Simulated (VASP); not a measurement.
# ZnO (Fm-3m) in VASP: settings compared, part 2 of 2

VASP 6.6.1. Earlier steps stand in the parts before.

## (3) Single point, r2SCAN

File POSCAR:

```
ZnO
1.0
    0.0000000000      2.1337703831      2.1337703831
    2.1337703831      0.0000000000      2.1337703831
    2.1337703831      2.1337703831      0.0000000000
Zn O
1 1
Direct
    0.0000000000      0.0000000000      0.0000000000
    0.5000000000      0.5000000000      0.5000000000
```

File INCAR.step1:

```
  ALGO = Normal
  EDIFF = 1E-4
  ENCUT = 520
  GGA = PE
  ISMEAR = 0
  LASPH = True
  LCHARG = False
  LREAL = False
  LWAVE = True
  NBANDS = 16
  NELM = 60
  PREC = Accurate
  SIGMA = 0.01
```

File INCAR.step2:

```
  ALGO = Normal
  EDIFF = 1E-7
  ENCUT = 520
  ISIF = 2
  ISMEAR = 0
  ISTART = 1
  LASPH = True
  LCHARG = False
  LMIXTAU = True
  LREAL = False
  LWAVE = False
  METAGGA = R2SCAN
  NBANDS = 16
  NELM = 60
  PREC = Accurate
  SIGMA = 0.01
```

File KPOINTS:

```
k-points
0
Gamma
  5 5 5
```

Potentials or basis: VASP PAW PBE potentials, release 64 (Zn, O).

Started as:

```
$ cat potpaw_PBE.64/Zn/POTCAR potpaw_PBE.64/O/POTCAR > POTCAR
$ cp INCAR.step1 INCAR
$ mpirun -np 1 vasp_std > vasp.out
$ cp INCAR.step2 INCAR
$ mpirun -np 1 vasp_std > vasp.out
```

Wall time 35 s (1 thread of AMD EPYC 7R43 (Zen 3), shared host); peak memory 0.11 GiB.

It converged, with:

```yaml
Free_energy: -17.9427 eV
Pressure: 1.4 GPa
Band_gap_on_the_k_mesh: 1.64 eV (least direct gap 2.98 eV)
```

Levels at points of the mesh, in eV from the valence-band top:
```tsv
k point	band 6	band 7	band 8	band 9	band 10	band 11	band 12	band 13
(0.00, 0.00, 0.00)	-4.64	-1.34	-1.34	-1.34	1.64	18.92	18.92	18.92
```

Caveat: the k points lie up to 0.51 Å⁻¹ apart; the PAW data sets were made with another functional, which shifts forces and pressure a little; an odd mesh through Γ misses points on the zone boundary, where band edges can lie.

## (4) Single point, LDA

File INCAR:

```
  ALGO = Normal
  EDIFF = 1E-6
  ENCUT = 520
  GGA = CA
  ISIF = 2
  ISMEAR = 0
  LASPH = T
  LCHARG = T
  LELF = T
  LREAL = F
  LVHAR = T
  LWAVE = F
  NBANDS = 16
  NELM = 100
  PREC = Accurate
  SIGMA = 0.01
```

File KPOINTS:

```
k-points
0
Gamma
  8 8 8
```

POSCAR is that of step 3.

Potentials or basis: VASP PAW LDA potentials, release 64 (Zn, O).

Started as:

```
$ cat potpaw_LDA.64/Zn/POTCAR potpaw_LDA.64/O/POTCAR > POTCAR
$ mpirun -np 1 vasp_std > vasp.out
```

OUTCAR:

```text
EDIFF = 1E-6
   ENCUT = 520
   GGA = CA
   ISIF = 2
   ISMEAR = 0
   LASPH = T
   LREAL = F
   NELM = 100
   PREC = Accurate

 ion  position               nearest neighbor table
   1  0.000  0.000  0.000-   2 2.13   2 2.13   2 2.13   2 2.13   2 2.13   2 2.13
   2  0.500  0.500  0.500-   1 2.13   1 2.13   1 2.13   1 2.13   1 2.13   1 2.13

  LATTYP: Found a face centered cubic cell.
 ALAT       =     4.2675407662

  Lattice vectors:

 A1 = (   0.0000000000,   2.1337703831,   2.1337703831)
 A2 = (   2.1337703831,   0.0000000000,   2.1337703831)
 A3 = (   2.1337703831,   2.1337703831,   0.0000000000)

Analysis of symmetry for initial positions (statically):
=====================================================================
 Subroutine PRICEL returns:
 Original cell was already a primitive cell.

 Routine SETGRP: Setting up the symmetry group for a
 face centered cubic supercell.

 Subroutine GETGRP returns: Found 48 space group operations
 (whereof 48 operations were pure point group operations)
 out of a pool of 48 trial point group operations.

The static configuration has the point symmetry O_h .

Analysis of symmetry for dynamics (positions and initial velocities):
[... 160 lines left out ...]
 E-fermi :   2.6223     XC(G=0): -12.8424

 val. band max:        2.5523051055   @ k =   0.5000   0.0000   0.0000
 cond. band min:       3.4683141355   @ k =   0.0000   0.0000   0.0000
 fundamental gap:      0.9160090300
 Fermi energy:         2.6223063653

 k-point     1 :       0.0000    0.0000    0.0000
  band No.  band energies     occupation
      1     -15.8688      2.00000
      2      -2.4304      2.00000
      3      -2.4304      2.00000
      4      -2.4304      2.00000
      5      -2.2090      2.00000
      6      -2.2090      2.00000
[... 433 lines left out ...]
      3      -3.2767      2.00000
      4      -3.1822      2.00000
      5      -2.0038      2.00000
      6      -1.9858      2.00000
[... 8 lines left out ...]
     15      24.0421      0.00000
     16      28.7799      0.00000

 [... further k-points ...]

------------------------ aborting loop because EDIFF is reached ----------------------------------------

  FORCE on cell =-STRESS in cart. coord.  units (eV):
  Direction    XX          YY          ZZ          XY          YZ          ZX
  --------------------------------------------------------------------------------------
  -------------------------------------------------------------------------------------
  Total       -0.7254929     -0.7254929     -0.7254929     -0.0000000     -0.0000000     -0.0000000
  in kB      -59.8233443    -59.8233443    -59.8233443     -0.0000000     -0.0000000     -0.0000000
  external PRESSURE =     -59.8233443 kB  Pullay stress =       0.0000000 kB

 VOLUME and BASIS-vectors are now :
 -----------------------------------------------------------------------------
  energy-cutoff  :      520.00
  volume of cell :       19.43
      direct lattice vectors                 reciprocal lattice vectors
     0.000000000  2.133770383  2.133770383    -0.234326994  0.234326994  0.234326994
     2.133770383  0.000000000  2.133770383     0.234326994 -0.234326994  0.234326994
     2.133770383  2.133770383  0.000000000     0.234326994  0.234326994 -0.234326994

 POSITION                                       TOTAL-FORCE (eV/Angst)
 -----------------------------------------------------------------------------------
      0.00000      0.00000      0.00000        -0.000000      0.000000     -0.000000
      2.13377      2.13377      2.13377         0.000000     -0.000000      0.000000
 -----------------------------------------------------------------------------------
    total drift:                                0.000000     -0.000000     -0.000000

  FREE ENERGIE OF THE ION-ELECTRON SYSTEM (eV)
  ---------------------------------------------------
  free  energy   TOTEN  =       -10.3519045773 eV

  energy  without entropy=      -10.3519045773  energy(sigma->0) =      -10.35190458
```

stdout:

```text
POSCAR found type information on POSCAR ZnO
 POSCAR found :  2 types and       2 ions
 scaLAPACK will be used
 LDA part: xc-table for (Slater(with rela. corr.)+CA(PZ))
 , standard interpolation
 POSCAR, INCAR and KPOINTS ok, starting setup
 FFT: planning ... GRIDC
 FFT: planning ... GRID_SOFT
 FFT: planning ... GRID
 WAVECAR not read
 entering main loop
```

Run time: 12 s. Hardware: 1 thread of AMD EPYC 7R43 (Zen 3), shared host; peak memory 0.09 GiB.

What came out:

```yaml
Free_energy: -10.3519 eV
Pressure: -6.0 GPa
Band_gap_on_the_k_mesh: 0.92 eV (least direct gap 2.31 eV)
```

Caveat: the cell stands under tension.

## (5) Single point, r2SCAN

POSCAR is that of step 4.

File INCAR.step1:

```
PREC = Accurate
ENCUT = 520
ISMEAR = 0
SIGMA = 0.01
LREAL = False
LASPH = True
NELM = 100
NBANDS = 16
GGA = PE
ALGO = Normal
EDIFF = 1E-4
LWAVE = True
LCHARG = False
```

File INCAR.step2:

```
PREC = Accurate
ENCUT = 520
EDIFF = 1E-7
ISMEAR = 0
SIGMA = 0.01
LREAL = False
LASPH = True
NELM = 100
ALGO = Normal
ISIF = 2
LWAVE = False
LCHARG = True
METAGGA = R2SCAN
LMIXTAU = True
LELF = True
LVHAR = True
NBANDS = 16
ISTART = 1
```

File KPOINTS:

```
Automatic mesh
0
Gamma
  8 8 8
```

Potentials or basis: VASP PAW PBE potentials, release 64 (Zn, O).

Started as:

```
$ cat potpaw_PBE.64/Zn/POTCAR potpaw_PBE.64/O/POTCAR > POTCAR
$ cp INCAR.step1 INCAR
$ mpirun -np 1 vasp_std > vasp.out
$ cp INCAR.step2 INCAR
$ mpirun -np 1 vasp_std > vasp.out
```

It took 66 s on 1 thread of AMD EPYC 7R43 (Zen 3), shared host; peak memory 0.11 GiB.

Results (log left out):

```
Free energy            : -17.9488 eV
Pressure               : 1.5 GPa
Band gap on the k mesh : 1.55 eV (least direct gap 2.98 eV)
```

Levels at points of the mesh, in eV from the valence-band top:
```
           k point  band 5  band 6  band 7  band 8  band 9  band 10  band 11  band 12  band 13  band 14
(0.00, 0.00, 0.00)   -4.73   -4.73   -1.44   -1.44   -1.44     1.55    18.83    18.83    18.83    19.30
(0.50, 0.00, 0.00)   -4.50   -4.50   -3.64    0.00    0.00     6.19    10.06    13.79    13.79    20.37
(0.50, 0.50, 0.00)   -4.38   -4.38   -4.09   -2.90   -2.90     5.03    11.70    11.95    16.65    16.65
```

Caveat: the PAW data sets were made with another functional, which shifts forces and pressure a little.

## (6) Single point, r2SCAN

POSCAR is that of step 5.

File INCAR.step1:

```
SYSTEM = ZnO
PREC     = Accurate       ! precision mode
ENCUT    = 520            ! plane-wave cutoff, eV
ISMEAR   = 0              ! smearing method
SIGMA    = 0.01           ! smearing width, eV
LREAL    = .False.        ! projectors in reciprocal space
LASPH    = .True.         ! aspherical terms in the spheres
NELM     = 100            ! most SCF steps
NBANDS   = 16             ! bands
GGA      = PE             ! functional
ALGO     = Normal         ! electronic algorithm
EDIFF    = 1E-4           ! SCF threshold, eV
LWAVE    = .True.         ! write WAVECAR
LCHARG   = .False.        ! write CHGCAR
```

File INCAR.step2:

```
SYSTEM = ZnO
PREC     = Accurate       ! precision mode
ENCUT    = 520            ! plane-wave cutoff, eV
EDIFF    = 1E-7           ! SCF threshold, eV
ISMEAR   = 0              ! smearing method
SIGMA    = 0.01           ! smearing width, eV
LREAL    = .False.        ! projectors in reciprocal space
LASPH    = .True.         ! aspherical terms in the spheres
NELM     = 100            ! most SCF steps
ALGO     = Normal         ! electronic algorithm
ISIF     = 2              ! what is computed and relaxed
LWAVE    = .False.        ! write WAVECAR
LCHARG   = .False.        ! write CHGCAR
METAGGA  = R2SCAN         ! meta-GGA
LMIXTAU  = .True.       
NBANDS   = 16             ! bands
ISTART   = 1
```

File KPOINTS:

```
Automatic mesh
0
Gamma
  8 8 8
  0 0 0
```

Potentials or basis: VASP PAW PBE potentials, release 64 (Zn, O).

Started as:

```
$ cat potpaw_PBE.64/Zn/POTCAR potpaw_PBE.64/O/POTCAR > POTCAR
$ cp INCAR.step1 INCAR
$ mpirun -np 1 vasp_std > vasp.out
$ cp INCAR.step2 INCAR
$ mpirun -np 1 vasp_std > vasp.out
```

Wall time 74 s (1 thread of AMD EPYC 7R43 (Zen 3), shared host); peak memory 0.1 GiB.

It converged, with:

```yaml
Free_energy: -17.9488 eV
Pressure: 1.5 GPa
Band_gap_on_the_k_mesh: 1.55 eV (least direct gap 2.98 eV)
```

Levels at points of the mesh, in eV from the valence-band top:
```csv
k point,band 5,band 6,band 7,band 8,band 9,band 10,band 11,band 12,band 13,band 14
"(0.00, 0.00, 0.00)",-4.73,-4.73,-1.44,-1.44,-1.44,1.55,18.83,18.83,18.83,19.30
"(0.50, 0.00, 0.00)",-4.50,-4.50,-3.64,0.00,0.00,6.19,10.06,13.79,13.79,20.37
"(0.50, 0.50, 0.00)",-4.38,-4.38,-4.09,-2.90,-2.90,5.03,11.70,11.95,16.65,16.65
```

Caveat: the PAW data sets were made with another functional, which shifts forces and pressure a little.

## (7) The runs side by side

```csv
level,potentials or basis,k mesh,gap on the mesh (eV),pressure (GPa)
r2SCAN,"VASP PAW PBE potentials, release 64 (Zn, O)",2 × 2 × 2,1.29,7.1
r2SCAN,"VASP PAW PBE potentials, release 64 (Zn, O)",5 × 5 × 5,1.64,1.4
LDA,"VASP PAW LDA potentials, release 64 (Zn, O)",8 × 8 × 8,0.92,-6.0
r2SCAN,"VASP PAW PBE potentials, release 64 (Zn, O)",8 × 8 × 8,1.55,1.5
```

Alike in all rows: task single point; no spin polarisation; cell as given; cutoff (eV) 520; smearing gaussian 0.01 eV.

Caveats: some runs use coarse meshes; the PAW data sets were made with another functional, which shifts forces and pressure a little (at least some runs); an odd mesh through Γ misses points on the zone boundary, where band edges can lie (at least some runs); the cell stands under tension (at least some runs).

Total energies depend on the potentials used, so only differences within one code and one set of settings carry meaning.
